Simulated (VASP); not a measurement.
# CdTe (Cmcm) in VASP: notebook

Runs on CdTe. Level: PBE. Tasks: single point.

Program: VASP 6.6.1. These are calculated values, not measurements. Logs are shortened: lines on timing, memory, paths and dates and some standing lists are left out, and cuts for length are marked.

### Step 1. The cell of the first run

The structure is orthorhombic, space group Cmcm (No. 63). The conventional cell has a = 6.251 Å, b = 6.311 Å, c = 6.210 Å, α = 90.00°, β = 90.00°, γ = 90.00°. Within 4.1 Å of Te (site symmetry m2m) lie 6 Cd at 3.09 to 3.22 Å. Within 4.1 Å of Cd (site symmetry m2m) lie 6 Te at 3.09 to 3.22 Å.

### Step 2. Single point, PBE

INCAR reads:

```
PREC     = Accurate       # precision mode
ENCUT    = 520            # plane-wave cutoff, eV
EDIFF    = 1E-6           # SCF threshold, eV
ISMEAR   = -1             # smearing method
SIGMA    = 0.05           # smearing width, eV
LREAL    = False          # projectors in reciprocal space
LASPH    = True           # aspherical terms in the spheres
NELM     = 100            # most SCF steps
ALGO     = Normal         # electronic algorithm
ISIF     = 2              # what is computed and relaxed
LWAVE    = False          # write WAVECAR
LCHARG   = True           # write CHGCAR
GGA      = PE             # functional
LELF     = True           # ELF
LVHAR    = True         
NBANDS   = 26             # bands
```

KPOINTS reads:

```
regular mesh
0
Gamma
  6 6 5
```

POSCAR reads:

```
CdTe
1.0
    3.1254100081     -3.1553030168      0.0000000000
    3.1254100081      3.1553030168      0.0000000000
    0.0000000000      0.0000000000      6.2101068761
Te Cd
2 2
Direct
    0.2338630000      0.7661370000      0.2500000000
    0.7661370000      0.2338630000      0.7500000000
    0.7229700000      0.2770300000      0.2500000000
    0.2770300000      0.7229700000      0.7500000000
```

Potentials or basis: VASP PAW PBE potentials, release 64 (Te, Cd).

The run is started by

```sh
$ cat potpaw_PBE.64/Te/POTCAR potpaw_PBE.64/Cd/POTCAR > POTCAR
$ mpirun -np 1 vasp_std > vasp.out
```

OUTCAR:

```text
PREC = Accurate
   ENCUT = 520
   EDIFF = 1E-6
   ISMEAR = -1
   LREAL = False
   LASPH = True
   NELM = 100
   ISIF = 2
   GGA = PE

 ion  position               nearest neighbor table
   1  0.234  0.766  0.250-   3 3.09   4 3.12   4 3.12   3 3.13   3 3.13   3 3.22
   2  0.766  0.234  0.750-   4 3.09   3 3.12   3 3.12   4 3.13   4 3.13   4 3.22
   3  0.723  0.277  0.250-   1 3.09   2 3.12   2 3.12   1 3.13   1 3.13   1 3.22
   4  0.277  0.723  0.750-   2 3.09   1 3.12   1 3.12   2 3.13   2 3.13   2 3.22

  LATTYP: Found a base centered orthorhombic cell.
 ALAT       =     6.2508200162
 B/A-ratio  =     1.0095645079
 C/A-ratio  =     0.9934867521

  Lattice vectors:

 A1 = (   3.1254100081,  -3.1553030168,   0.0000000000)
 A2 = (   3.1254100081,   3.1553030168,   0.0000000000)
 A3 = (   0.0000000000,   0.0000000000,   6.2101068761)

Analysis of symmetry for initial positions (statically):
=====================================================================
 Subroutine PRICEL returns:
 Original cell was already a primitive cell.

 Routine SETGRP: Setting up the symmetry group for a
 base centered orthorhombic supercell.

 Subroutine GETGRP returns: Found  8 space group operations
 (whereof  4 operations were pure point group operations)
 out of a pool of  8 trial point group operations.

The static configuration has the point symmetry C_2h.
 The point group associated with its full space group is D_2h.

Analysis of symmetry for dynamics (positions and initial velocities):
=====================================================================
 Subroutine PRICEL returns:
 Original cell was already a primitive cell.

 Routine SETGRP: Setting up the symmetry group for a
 base centered orthorhombic supercell.

 Subroutine GETGRP returns: Found  8 space group operations
 (whereof  4 operations were pure point group operations)
 out of a pool of  8 trial point group operations.

The dynamic configuration has the point symmetry C_2h.
 The point group associated with its full space group is D_2h.

 Subroutine INISYM returns: Found  8 space group operations
 (whereof  4 operations are pure point group operations),
 and found     1 'primitive' translations

----------------------------------------------------------------------------------------

                                     Primitive cell

  volume of cell :     122.4834

  direct lattice vectors                    reciprocal lattice vectors
     3.125410008 -3.155303017  0.000000000     0.159979010 -0.158463386  0.000000000
[... 91 lines left out ...]
   LREAL  =      F    real-space projection
   EDIFFG = 0.1E-04   stopping-criterion for IOM
   NSW    =      0    number of steps for IOM
   IBRION =     -1    ionic relax: 0-MD 1-quasi-New 2-CG
   NFREE  =      0    steps in history (QN), initial steepest desc. (CG)
   ISIF   =      2    stress and relaxation
   ISYM   =      2    0-nonsym 1-usesym 2-fastsym
   POTIM  = 0.5000    time-step for ionic-motion
   TEBEG  =    0.0;   TEEND  =   0.0 temperature during run
   PSTRESS=    0.0 pullay stress
   NELECT =      36.0000    total number of electrons
   NUPDOWN=      -1.0000    fix difference up-down
   EMIN   =  10.00;   EMAX   =-10.00  energy-range for DOS
   EFERMI =   0.00;   METHOD = LEGACY
   ISMEAR =    -1;   SIGMA  =   0.05  broadening in eV -4-tet -1-fermi 0-gaus
   EFERMI_NEDOS =   21; number of points for ismear=-14 and -15
   IALGO  =     38    algorithm
   IMIX   =      4    mixing-type and parameters
     AMIX     =   0.40;   BMIX     =  1.00
     AMIX_MAG =   1.60;   BMIX_MAG =  1.00
  volume/ion in A,a.u.               =      30.62       206.64
  Fermi-wavevector in a.u.,A,eV,Ry     =   1.088470  2.056911 16.119744  1.184768
  Thomas-Fermi vector in A             =   2.224653
   LORBIT       =      0    0 simple, 1 ext, 2 COOP (PROOUT), +10 PAW based schemes
   GGA     = PE    functional components
   LHFCALC =     F    Hartree Fock is set to
   AEXX    =    0.0000 exact exchange contribution
   IVDW    =     0    specifies the selected vdW correction
   LEPSILON=     F    determine dielectric tensor
   LRPA    =     F    only Hartree local field effects (RPA)
 non-spin polarized calculation
  energy-cutoff  :      520.00
  volume of cell :      122.48
 maximum number of plane-waves:      3319
 NGX is ok and might be reduce to    36
   NGX = 17   NGY = 17   NGZ = 23

 number of electron      36.0000005 magnetization

 Free energy of the ion-electron system (eV)
  ---------------------------------------------------
  ext. energy  EPLUGINS =         0.00000000
  ---------------------------------------------------
  free energy    TOTEN  =        -8.81997621 eV

  energy without entropy =       -8.79907767  energy(sigma->0) =       -8.80952694

 E-fermi :   3.2321     XC(G=0):  -9.3771

 val. band max:        3.1803386222   @ k =   0.3333   0.0000   0.2000
 cond. band min:       3.2405066208   @ k =  -0.1667   0.1667   0.4000
 fundamental gap:      0.0601679986
 Fermi energy:         3.2320973846

 k-point     1 :       0.0000    0.0000    0.0000
  band No.  band energies     occupation
      1      -7.9311      2.00000
      2      -7.2195      2.00000
      3      -4.9608      2.00000
      4      -4.9527      2.00000
      5      -4.9405      2.00000
      6      -4.9204      2.00000
[... 685 lines left out ...]
     25      10.5077      0.00000
     26      10.5859      0.00000

 [... further k-points ...]

------------------------ aborting loop because EDIFF is reached ----------------------------------------

  FORCE on cell =-STRESS in cart. coord.  units (eV):
  Direction    XX          YY          ZZ          XY          YZ          ZX
  --------------------------------------------------------------------------------------
  -------------------------------------------------------------------------------------
  Total       -1.8454033     -1.8051357     -1.7880962      0.0000000      0.0000000      0.0000000
  in kB      -24.1393035    -23.6125721    -23.3896825      0.0000000      0.0000000      0.0000000
  external PRESSURE =     -23.7138527 kB  Pullay stress =       0.0000000 kB

 VOLUME and BASIS-vectors are now :
 -----------------------------------------------------------------------------
  energy-cutoff  :      520.00
  volume of cell :      122.48
      direct lattice vectors                 reciprocal lattice vectors
     3.125410008 -3.155303017  0.000000000     0.159979010 -0.158463386  0.000000000
     3.125410008  3.155303017  0.000000000     0.159979010  0.158463386  0.000000000
     0.000000000  0.000000000  6.210106876     0.000000000  0.000000000  0.161027824

 POSITION                                       TOTAL-FORCE (eV/Angst)
 -----------------------------------------------------------------------------------
      3.12541      1.67949      1.55253         0.000000     -0.058064     -0.000000
      3.12541     -1.67949      4.65758         0.000000      0.058064      0.000000
      3.12541     -1.40708      1.55253         0.000000     -0.014727     -0.000000
      3.12541      1.40708      4.65758         0.000000      0.014727      0.000000
 -----------------------------------------------------------------------------------
    total drift:                               -0.000000     -0.000000      0.000000

  FREE ENERGIE OF THE ION-ELECTRON SYSTEM (eV)
  ---------------------------------------------------
  free  energy   TOTEN  =        -8.8199762088 eV

  energy  without entropy=       -8.7990776662  energy(sigma->0) =       -8.80952694
```

OSZICAR:

```text
N       E                     dE             d eps       ncg     rms          rms(c)
DAV:   1     0.222672959037E+03    0.22267E+03   -0.16426E+04  2028   0.123E+03
DAV:   2     0.151146373128E+01   -0.22116E+03   -0.21389E+03  2152   0.295E+02
DAV:   3    -0.925942017224E+01   -0.10771E+02   -0.10645E+02  2434   0.653E+01
DAV:   4    -0.938816476163E+01   -0.12874E+00   -0.12858E+00  2476   0.597E+00
DAV:   5    -0.938996179311E+01   -0.17970E-02   -0.17970E-02  2362   0.673E-01    0.659E+00
DAV:   6    -0.884933628603E+01    0.54063E+00   -0.10129E+00  2126   0.850E+00    0.564E+00
DAV:   7    -0.882097476411E+01    0.28362E-01   -0.26171E-01  2254   0.253E+00    0.223E+00
DAV:   8    -0.882016297596E+01    0.81179E-03   -0.23405E-02  2124   0.145E+00    0.616E-01
DAV:   9    -0.882019903070E+01   -0.36055E-04   -0.56135E-03  2248   0.617E-01    0.133E-01
DAV:  10    -0.881994841284E+01    0.25062E-03   -0.62940E-04  2136   0.255E-01    0.484E-02
DAV:  11    -0.881998678300E+01   -0.38370E-04   -0.18249E-04  2166   0.731E-02    0.329E-02
DAV:  12    -0.881997668100E+01    0.10102E-04   -0.40589E-05  2124   0.431E-02    0.189E-02
DAV:  13    -0.881997620883E+01    0.47217E-06   -0.31984E-06  2150   0.145E-02
   1 F= -.88199762E+01 E0= -.88095269E+01  d E =-.208985E-01
```

stdout:

```text
POSCAR found type information on POSCAR TeCd
 POSCAR found :  2 types and       4 ions
 scaLAPACK will be used
 LDA part: xc-table for (Slater+PW92), standard interpolation
 POSCAR, INCAR and KPOINTS ok, starting setup
 FFT: planning ... GRIDC
 FFT: planning ... GRID_SOFT
 FFT: planning ... GRID
 WAVECAR not read
 entering main loop
```

It took 3.5 min on 1 thread of AMD EPYC 7R13, shared host; peak memory 0.28 GiB.

Results:

```yaml
Free_energy: -8.8200 eV
Pressure: -2.4 GPa
Largest_force: 0.058 eV/Å
Band_gap_on_the_k_mesh: zero (band 18 reaches 3.27 eV, above the bottom of band 19 at 2.01 eV)
```

Forces in eV/Å, atoms in the order of the input:
```
Te   0.000 -0.058  0.000
Te   0.000  0.058  0.000
Cd   0.000 -0.015  0.000
Cd   0.000  0.015  0.000
```

Levels at points of the mesh, in eV from the Fermi level:
```tsv
k point	band 16	band 17	band 18	band 19	band 20	band 21
(0.00, 0.00, 0.00)	-1.26	-0.41	-0.38	-0.32	0.01	4.36
(0.50, 0.00, 0.00)	-2.08	-0.25	-0.18	2.49	2.60	4.27
(0.50, 0.50, 0.00)	-1.81	-1.77	-1.77	-1.22	-1.17	4.25
```

Caveat: spin-orbit coupling is left out, which moves the levels of the heavy elements.

### Step 3. Single point, PBE

This run uses another cell than the first one, of 27.15 Å³/atom, 0.887 times its volume.

INCAR reads:

```
  ALGO = Normal
  EDIFF = 1E-6
  ENCUT = 520
  GGA = PE
  ISIF = 2
  ISMEAR = -1
  LASPH = True
  LCHARG = False
  LREAL = False
  LWAVE = False
  NBANDS = 26
  NELM = 100
  PREC = Accurate
  SIGMA = 0.05
```

KPOINTS reads:

```
k-points
0
Gamma
  6 6 5
```

POSCAR reads:

```
CdTe
1.0
    3.0027164828     -3.0314359883      0.0000000000
    3.0027164828      3.0314359883      0.0000000000
    0.0000000000      0.0000000000      5.9663180922
Te Cd
2 2
Direct
    0.2338630000      0.7661370000      0.2500000000
    0.7661370000      0.2338630000      0.7500000000
    0.7229700000      0.2770300000      0.2500000000
    0.2770300000      0.7229700000      0.7500000000
```

Potentials or basis: VASP PAW PBE potentials, release 64 (Te, Cd).

The run is started by

```sh
$ cat potpaw_PBE.64/Te/POTCAR potpaw_PBE.64/Cd/POTCAR > POTCAR
$ mpirun -np 1 vasp_std > vasp.out
```

It took 3 min on 1 thread of AMD EPYC 7R13, shared host; peak memory 0.24 GiB.

Results (log left out):

```
Free energy            : -8.8111 eV
Pressure               : 3.2 GPa
Largest force          : 0.076 eV/Å
Band gap on the k mesh : zero (band 18 reaches 4.50 eV, above the bottom of band 19 at 3.12 eV)
```

Forces in eV/Å, atoms in the order of the input:
```
Te   0.000  0.065  0.000
Te   0.000 -0.065  0.000
Cd   0.000 -0.076  0.000
Cd   0.000  0.076  0.000
```

Stress tensor (GPa, compression positive):
```
3.21 0.00 0.00
0.00 3.13 0.00
0.00 0.00 3.40
```

Levels at points of the mesh, in eV from the Fermi level:
```
           k point  band 14  band 15  band 16  band 17  band 18  band 19  band 20  band 21  band 22  band 23
(0.00, 0.00, 0.00)    -2.27    -2.23    -1.36    -0.54    -0.49    -0.42     0.54     4.13     6.94     7.07
(0.50, 0.00, 0.00)    -4.15    -2.56    -2.54    -0.29    -0.22     2.61     2.62     4.64     4.85     4.93
(0.50, 0.50, 0.00)    -4.38    -2.23    -2.21    -2.17    -2.17    -1.31    -1.23     4.02     4.20     9.33
```

Caveat: spin-orbit coupling is left out, which moves the levels of the heavy elements.
